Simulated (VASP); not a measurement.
# PtS2 in VASP: notebook

PtS2 is run at these levels: PBE+D4; tasks: single point.

Everything below comes from runs of VASP 6.6.1. Logs are shortened: lines on timing, memory, paths and dates and some standing lists are left out, and cuts for length are marked.

### 1 The cell of the first run

The cell holds a sheet with vacuum, 3 atoms: a = 3.560 Å, b = 3.560 Å, c = 16.460 Å, α = 90.00°, β = 90.00°, γ = 120.00°.

### 2 Single point, PBE+D4

INCAR

```
SYSTEM = PtS2
PREC = Accurate
ENCUT = 400
EDIFF = 1E-6
ISMEAR = 0
SIGMA = 0.03
LREAL = .FALSE.
LASPH = .TRUE.
NELM = 120
ALGO = Normal
ISIF = 2
LWAVE = .FALSE.
LCHARG = .TRUE.
LDIPOL = .TRUE.
IDIPOL = 3
DIPOL = 0.5 0.5 0.500
GGA = PE
IVDW = 13
LELF = .TRUE.
LVHAR = .TRUE.
LVACPOTAV = .TRUE.
NBANDS = 18
GGA_COMPAT = .FALSE.
NELMDL = -8
```

KPOINTS

```
regular mesh
0
G
  12 12 1
  0 0 0
```

POSCAR

```
PtS2
1.0
    3.5600000000      0.0000000000      0.0000000000
   -1.7800000000      3.0830504375      0.0000000000
    0.0000000000      0.0000000000     16.4600000000
S Pt
2 1
Direct
    0.3333330000      0.6666670000      0.4252733900
    0.6666670000      0.3333330000      0.5747266100
    0.0000000000      0.0000000000      0.5000000000
```

Potentials or basis: VASP PAW PBE potentials, release 64 (S, Pt).

On the command line:

```bash
cat potpaw_PBE.64/S/POTCAR potpaw_PBE.64/Pt/POTCAR > POTCAR
mpirun -np 1 vasp_std > vasp.out
```

OUTCAR:

```text
SYSTEM = PtS2
   PREC = Accurate
   ENCUT = 400
   EDIFF = 1E-6
   ISMEAR = 0
   LREAL = .FALSE.
   LASPH = .TRUE.
   NELM = 120
   ISIF = 2
   GGA = PE
   IVDW = 13
   NELMDL = -8

 ion  position               nearest neighbor table
   1  0.333  0.667  0.425-   3 2.40   3 2.40   3 2.40
   2  0.667  0.333  0.575-   3 2.40   3 2.40   3 2.40
   3  0.000  0.000  0.500-   1 2.40   2 2.40   2 2.40   1 2.40   2 2.40   1 2.40

  LATTYP: Found a hexagonal cell.
 ALAT       =     3.5600000000
 C/A-ratio  =     4.6235955056

  Lattice vectors:

 A1 = (   3.5600000000,   0.0000000000,   0.0000000000)
 A2 = (  -1.7800000000,   3.0830504375,   0.0000000000)
 A3 = (   0.0000000000,   0.0000000000,  16.4600000000)

Analysis of symmetry for initial positions (statically):
=====================================================================
 Subroutine PRICEL returns:
 Original cell was already a primitive cell.

 Routine SETGRP: Setting up the symmetry group for a
 hexagonal supercell.

 Subroutine GETGRP returns: Found 12 space group operations
 (whereof 12 operations were pure point group operations)
 out of a pool of 24 trial point group operations.

The static configuration has the point symmetry D_3d.

Analysis of symmetry for dynamics (positions and initial velocities):
=====================================================================
 Subroutine PRICEL returns:
 Original cell was already a primitive cell.

 Routine SETGRP: Setting up the symmetry group for a
 hexagonal supercell.

 Subroutine GETGRP returns: Found 12 space group operations
 (whereof 12 operations were pure point group operations)
 out of a pool of 24 trial point group operations.

The dynamic configuration has the point symmetry D_3d.

 Subroutine INISYM returns: Found 12 space group operations
 (whereof 12 operations are pure point group operations),
 and found     1 'primitive' translations

----------------------------------------------------------------------------------------

                                     Primitive cell

  volume of cell :     180.6594

  direct lattice vectors                    reciprocal lattice vectors
     3.560000000  0.000000000  0.000000000     0.280898876  0.162177042  0.000000000
    -1.780000000  3.083050437  0.000000000     0.000000000  0.324354084  0.000000000
     0.000000000  0.000000000 16.460000000     0.000000000  0.000000000  0.060753341

  length of vectors
     3.560000000  3.560000000 16.460000000     0.324354084  0.324354084  0.060753341

  position of ions in fractional coordinates (direct lattice)
     0.333333000  0.666667000  0.425273390
     0.666667000  0.333333000  0.574726610
     0.000000000  0.000000000  0.500000000

  ion indices of the primitive-cell ions
   primitive index   ion index
                 1           1
                 2           2
                 3           3

----------------------------------------------------------------------------------------

 KPOINTS: regular mesh

Automatic generation of k-mesh.
 Grid dimensions read from file:
 generate k-points for:   12   12    1

 Generating k-lattice:

  Cartesian coordinates                     Fractional coordinates (reciprocal lattice)
     0.023408240  0.013514753  0.000000000     0.083333333  0.000000000  0.000000000
     0.000000000  0.027029507  0.000000000     0.000000000  0.083333333  0.000000000
     0.000000000  0.000000000  0.060753341     0.000000000  0.000000000  1.000000000

  Length of vectors
     0.027029507  0.027029507  0.060753341

  Shift w.r.t. Gamma in fractional coordinates (k-lattice)
     0.000000000  0.000000000  0.000000000

 Subroutine IBZKPT returns following result:
 ===========================================

 Found     19 irreducible k-points:

 Following reciprocal coordinates:
            Coordinates               Weight
  0.000000  0.000000  0.000000      1.000000
  0.083333  0.000000  0.000000      6.000000
  0.166667  0.000000  0.000000      6.000000
  0.250000  0.000000  0.000000      6.000000
  0.333333  0.000000  0.000000      6.000000
  0.416667  0.000000  0.000000      6.000000
[... 11 lines left out ...]
  0.333333  0.250000  0.000000     12.000000
  0.333333  0.333333  0.000000      2.000000
   k-points           NKPTS =     19   k-points in BZ     NKDIM =     19   number of bands    NBANDS=     18
   number of dos      NEDOS =    301   number of ions     NIONS =      3
   total plane-waves  NPLWV =  62208
   dimension x,y,z NGX =    24 NGY =   24 NGZ =  108
   dimension x,y,z NGXF=    48 NGYF=   48 NGZF=  216
   ions per type =               2   1
   NGX,Y,Z   is equivalent  to a cutoff of  11.21, 11.21, 10.91 a.u.
   NGXF,Y,Z  is equivalent  to a cutoff of  22.42, 22.42, 21.82 a.u.
 SYSTEM =  PtS2
   PREC   = accura    normal or accurate (medium, high low for compatibility)
   ISTART =      0    job   : 0-new  1-cont  2-samecut
   ICHARG =      2    charge: 1-file 2-atom 10-const
   ISPIN  =      1    spin polarized calculation?
   LNONCOLLINEAR =      F non collinear calculations
   LSORBIT =      F    spin-orbit coupling
   LASPH  =      T    aspherical Exc in radial PAW
   ENCUT  =  400.0 eV  29.40 Ry    5.42 a.u.   5.81  5.81 26.84*2*pi/ulx,y,z
   NELM   =    120;   NELMIN=  2; NELMDL= -8     # of ELM steps
   EDIFF  = 0.1E-05   stopping-criterion for ELM
   LREAL  =      F    real-space projection
   EDIFFG = 0.1E-04   stopping-criterion for IOM
   NSW    =      0    number of steps for IOM
   IBRION =     -1    ionic relax: 0-MD 1-quasi-New 2-CG
   NFREE  =      0    steps in history (QN), initial steepest desc. (CG)
   ISIF   =      2    stress and relaxation
   ISYM   =      2    0-nonsym 1-usesym 2-fastsym
   POTIM  = 0.5000    time-step for ionic-motion
   TEBEG  =    0.0;   TEEND  =   0.0 temperature during run
   PSTRESS=    0.0 pullay stress
   NELECT =      22.0000    total number of electrons
   NUPDOWN=      -1.0000    fix difference up-down
   EMIN   =  10.00;   EMAX   =-10.00  energy-range for DOS
   EFERMI =   0.00;   METHOD = LEGACY
   ISMEAR =     0;   SIGMA  =   0.03  broadening in eV -4-tet -1-fermi 0-gaus
   EFERMI_NEDOS =   21; number of points for ismear=-14 and -15
   IALGO  =     38    algorithm
   IMIX   =      4    mixing-type and parameters
     AMIX     =   0.40;   BMIX     =  1.00
     AMIX_MAG =   1.60;   BMIX_MAG =  1.00
  volume/ion in A,a.u.               =      60.22       406.38
  Fermi-wavevector in a.u.,A,eV,Ry     =   0.811451  1.533420  8.958791  0.658453
  Thomas-Fermi vector in A             =   1.920813
   LORBIT       =      0    0 simple, 1 ext, 2 COOP (PROOUT), +10 PAW based schemes
   GGA     = PE    functional components
   LHFCALC =     F    Hartree Fock is set to
   AEXX    =    0.0000 exact exchange contribution
   IVDW    =    13    specifies the selected vdW correction
   LEPSILON=     F    determine dielectric tensor
   LRPA    =     F    only Hartree local field effects (RPA)
 non-spin polarized calculation
 Gauss-broadening in eV      SIGMA  =   0.03
  energy-cutoff  :      400.00
  volume of cell :      180.66
 maximum number of plane-waves:      3302
 NGX is ok and might be reduce to    24
   NGX = 11   NGY = 11   NGZ = 53

 dipolmoment           0.000000      0.000000     -0.000000 electrons x Angstroem

 number of electron      21.9999994 magnetization

 dipolmoment           0.000000      0.000000      0.000000 electrons x Angstroem

 Free energy of the ion-electron system (eV)
  ---------------------------------------------------
  ext. energy  EPLUGINS =         0.00000000
  ---------------------------------------------------
  free energy    TOTEN  =       -15.45708984 eV

  energy without entropy =      -15.45708984  energy(sigma->0) =      -15.45708984

 E-fermi :  -2.4650     XC(G=0):  -3.9711

 val. band max:       -2.6361824315   @ k =   0.1667   0.1667   0.0000
 cond. band min:      -0.8381680550   @ k =   0.2500   0.0000   0.0000
 fundamental gap:      1.7980143765
 Fermi energy:        -2.4650210103

 k-point     1 :       0.0000    0.0000    0.0000
  band No.  band energies     occupation
      1     -16.6465      2.00000
      2     -14.4215      2.00000
      3      -8.1819      2.00000
      4      -8.1819      2.00000
      5      -7.8383      2.00000
      6      -5.4968      2.00000
[... 10 lines left out ...]
     17       3.9365      0.00000
     18       5.3378      0.00000

 k-point     2 :       0.0833    0.0000    0.0000
  band No.  band energies     occupation
      1     -16.5602      2.00000
      2     -14.4418      2.00000
      3      -8.1721      2.00000
      4      -8.1273      2.00000
      5      -7.7596      2.00000
      6      -5.6295      2.00000
[... 10 lines left out ...]
     17       4.1028      0.00000
     18       5.3351      0.00000

 k-point     3 :       0.1667    0.0000    0.0000
  band No.  band energies     occupation
      1     -16.3120      2.00000
      2     -14.4977      2.00000
      3      -8.1267      2.00000
      4      -7.9810      2.00000
      5      -7.5375      2.00000
      6      -6.0671      2.00000
[... 10 lines left out ...]
     17       4.5811      0.00000
     18       5.3249      0.00000

 k-point     4 :       0.2500    0.0000    0.0000
  band No.  band energies     occupation
      1     -15.9372      2.00000
      2     -14.5739      2.00000
      3      -8.0488      2.00000
      4      -7.7992      2.00000
      5      -7.2845      2.00000
      6      -6.6524      2.00000
[... 10 lines left out ...]
     17       5.1781      0.00000
     18       5.7727      0.00000

 k-point     5 :       0.3333    0.0000    0.0000
  band No.  band energies     occupation
      1     -15.5089      2.00000
      2     -14.6452      2.00000
      3      -8.2338      2.00000
      4      -7.6638      2.00000
      5      -7.3091      2.00000
      6      -6.5695      2.00000
[... 10 lines left out ...]
     17       5.2548      0.00000
     18       6.1269      0.00000

 k-point     6 :       0.4167    0.0000    0.0000
  band No.  band energies     occupation
      1     -15.1589      2.00000
      2     -14.6783      2.00000
      3      -8.7421      2.00000
      4      -7.6097      2.00000
      5      -7.0024      2.00000
      6      -6.3265      2.00000
[... 10 lines left out ...]
     17       5.7736      0.00000
     18       6.9007      0.00000

 k-point     7 :       0.5000    0.0000    0.0000
  band No.  band energies     occupation
      1     -15.0338      2.00000
      2     -14.6705      2.00000
      3      -8.9725      2.00000
      4      -7.6002      2.00000
      5      -6.6586      2.00000
      6      -6.4194      2.00000
[... 10 lines left out ...]
     17       6.4660      0.00000
     18       6.9973      0.00000

 k-point     8 :       0.0833    0.0833    0.0000
  band No.  band energies     occupation
      1     -16.3928      2.00000
      2     -14.4800      2.00000
      3      -8.1398      2.00000
      4      -8.0304      2.00000
      5      -7.6100      2.00000
      6      -5.8159      2.00000
[... 10 lines left out ...]
     17       4.5606      0.00000
     18       5.1246      0.00000
[... 124 lines left out ...]
     17       6.1889      0.00000
     18       6.3823      0.00000

 k-point    15 :       0.3333    0.1667    0.0000
  band No.  band energies     occupation
      1     -15.0163      2.00000
      2     -14.7073      2.00000
      3      -8.4844      2.00000
      4      -7.7173      2.00000
      5      -6.9489      2.00000
      6      -6.2613      2.00000
[... 10 lines left out ...]
     17       6.2234      0.00000
     18       6.9271      0.00000

 k-point    16 :       0.4167    0.1667    0.0000
  band No.  band energies     occupation
      1     -14.9077      2.00000
      2     -14.6973      2.00000
      3      -8.6712      2.00000
      4      -7.7155      2.00000
      5      -6.7793      2.00000
      6      -6.2295      2.00000
[... 10 lines left out ...]
     17       6.4835      0.00000
     18       6.6617      0.00000

 k-point    17 :       0.2500    0.2500    0.0000
  band No.  band energies     occupation
      1     -15.0097      2.00000
      2     -14.7203      2.00000
      3      -8.2143      2.00000
      4      -7.7244      2.00000
      5      -7.1959      2.00000
      6      -6.3595      2.00000
[... 10 lines left out ...]
     17       6.8624      0.00000
     18       6.9182      0.00000

 k-point    18 :       0.3333    0.2500    0.0000
  band No.  band energies     occupation
      1     -14.8170      2.00000
      2     -14.7293      2.00000
      3      -8.3108      2.00000
      4      -7.7543      2.00000
      5      -7.2942      2.00000
      6      -6.1673      2.00000
[... 10 lines left out ...]
     17       6.7194      0.00000
     18       7.1563      0.00000

 k-point    19 :       0.3333    0.3333    0.0000
  band No.  band energies     occupation
      1     -14.7392      2.00000
      2     -14.7392      2.00000
      3      -7.9894      2.00000
      4      -7.7702      2.00000
      5      -7.7702      2.00000
      6      -6.0736      2.00000
[... 10 lines left out ...]
     17       6.7904      0.00000
     18       6.8498      0.00000

------------------------ aborting loop because EDIFF is reached ----------------------------------------

  DFT-D4 for vdW energy calculation

  Edisp (eV):   -0.91863

  FORCE on cell =-STRESS in cart. coord.  units (eV):
  Direction    XX          YY          ZZ          XY          YZ          ZX
  --------------------------------------------------------------------------------------
  -------------------------------------------------------------------------------------
  Total      -0.62683    -0.62683    -0.12515    -0.00000     0.00000    -0.00000
  in kB      -5.55901    -5.55901    -1.10992    -0.00000     0.00000    -0.00000
  external pressure =       -4.08 kB  Pullay stress =        0.00 kB

 VOLUME and BASIS-vectors are now :
 -----------------------------------------------------------------------------
  energy-cutoff  :      400.00
  volume of cell :      180.66
      direct lattice vectors                 reciprocal lattice vectors
     3.560000000  0.000000000  0.000000000     0.280898876  0.162177042  0.000000000
    -1.780000000  3.083050437  0.000000000     0.000000000  0.324354084  0.000000000
     0.000000000  0.000000000 16.460000000     0.000000000  0.000000000  0.060753341

 POSITION                                       TOTAL-FORCE (eV/Angst)
 -----------------------------------------------------------------------------------
     -0.00000      2.05537      7.00000         0.000000      0.000000      0.050453
      1.78000      1.02768      9.46000        -0.000000      0.000000     -0.050453
      0.00000      0.00000      8.23000         0.000000      0.000000      0.000000
 -----------------------------------------------------------------------------------
    total drift:                                0.000000      0.000000      0.000000

  FREE ENERGIE OF THE ION-ELECTRON SYSTEM (eV)
  ---------------------------------------------------
  free  energy   TOTEN  =       -16.3757189962 eV

  energy  without entropy=      -16.3757189962  energy(sigma->0) =      -16.37571900

 vacuum level on the upper side and lower side of the slab         3.706         3.706
```

Run time: 58 s. Hardware: 1 thread of AMD EPYC 7R43 (Zen 3), shared host; peak memory 0.21 GiB.

What came out:

```
Free energy                : -16.3757 eV
Largest force              : 0.050 eV/Å
Band gap on the k mesh     : 1.80 eV (least direct gap 1.94 eV)
Dispersion energy per atom : -0.306 eV
```

Forces in eV/Å, atoms in the order of the input:
```
S    0.000  0.000  0.050
S    0.000  0.000 -0.050
Pt   0.000  0.000  0.000
```

Caveat: spin-orbit coupling is left out, which moves the levels of the heavy elements.

### 3 Single point, PBE+D4

This run uses another cell than the first one.

INCAR

```
SYSTEM = PtS2
PREC = Accurate
ENCUT = 400
EDIFF = 1E-6
ISMEAR = 0
SIGMA = 0.03
LREAL = .False.
LASPH = .True.
NELM = 120
ALGO = Normal
ISIF = 2
LWAVE = .False.
LCHARG = .True.
LDIPOL = .True.
IDIPOL = 3
DIPOL = 0.5 0.5 0.287
GGA = PE
IVDW = 13
LELF = .True.
LVHAR = .True.
LVACPOTAV = .True.
NBANDS = 18
GGA_COMPAT = .False.
NELMDL = -8
```

KPOINTS

```
Automatic mesh
0
Gamma
  12 12 1
  0 0 0
```

POSCAR

```
PtS2
1.0
    3.5391602654      0.0000000000      0.0000000000
   -1.7695801327      3.0650026979      0.0000000000
    0.0000000000      0.0000000000     28.7200000024
S Pt
2 1
Direct
    0.3333333333      0.6666666667      0.2433358480
    0.6666666667      0.3333333333      0.3297839291
    0.0000000000      0.0000000000      0.2865598886
```

Potentials or basis: VASP PAW PBE potentials, release 64 (S, Pt).

On the command line:

```bash
cat potpaw_PBE.64/S/POTCAR potpaw_PBE.64/Pt/POTCAR > POTCAR
mpirun -np 1 vasp_std > vasp.out
```

Wall time 2 min (1 thread of AMD EPYC 7R43 (Zen 3), shared host); peak memory 0.31 GiB.

It converged, with:

```yaml
Free_energy: -16.3780 eV
Largest_force: 0.047 eV/Å
Band_gap_on_the_k_mesh: 1.83 eV (least direct gap 1.98 eV)
Dispersion_energy_per_atom: -0.309 eV
```

Forces on the atoms (eV/Å):
```
S    0.000  0.000  0.047
S    0.000  0.000 -0.047
Pt   0.000  0.000  0.000
```

Levels at points of the mesh, in eV from the valence-band top:
```
           k point  band 7  band 8  band 9  band 10  band 11  band 12  band 13  band 14  band 15  band 16
(0.00, 0.00, 0.00)   -2.87   -0.82   -0.70    -0.22    -0.22     3.26     3.26     5.44     5.80     6.24
(0.50, 0.00, 0.00)   -2.14   -2.11   -1.95    -1.67    -1.43     2.91     3.04     5.56     6.79     8.45
```

Caveat: spin-orbit coupling is left out, which moves the levels of the heavy elements.
